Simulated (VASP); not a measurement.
Crystal: B3As.

```
CELL_PARAMETERS angstrom
3.53896 0.00000 0.00000
0.00000 3.53896 0.00000
0.00000 0.00000 3.53896
ATOMIC_POSITIONS crystal
B 0.00000 0.50000 0.50000
B 0.50000 0.00000 0.50000
B 0.50000 0.50000 0.00000
As 0.00000 0.00000 0.00000
```

```yaml
Program: VASP 6.6.1
Task: relaxation of cell and atoms
Functional: PBE
Potentials_or_basis: VASP PAW PBE potentials, release 64 (B, As)
Cutoff: 600 eV
k_mesh: 6 × 6 × 6
Occupations: gaussian, width 0.1 eV
Spin: no spin polarisation
```

At the start: pressure -11.5 GPa; volume 11.08 Å³/atom.

How do energy, volume and symmetry change on relaxing?

Over 3 steps the energy falls by 60.5 meV/atom and the volume is 9.69 Å³/atom (-12.6 %); space group Pm-3m (No. 221, to 0.05 Å).

Step by step:
| step | energy change (eV) | largest force (eV/Å) | pressure (GPa) | volume (Å³) |
| --- | --- | --- | --- | --- |
| 1 | 0.0000 | 0.0000 | -11.50 | 44.32 |
| 2 | -0.2363 | 0.0000 | -2.25 | 39.41 |
| 3 | -0.2418 | 0.0000 | -0.39 | 38.75 |

Final structure:
```
CELL_PARAMETERS angstrom
3.38398 0.00000 0.00000
0.00000 3.38398 0.00000
0.00000 0.00000 3.38398
ATOMIC_POSITIONS crystal
B 0.00000 0.50000 0.50000
B 0.50000 0.00000 0.50000
B 0.50000 0.50000 0.00000
As 0.00000 0.00000 0.00000
```
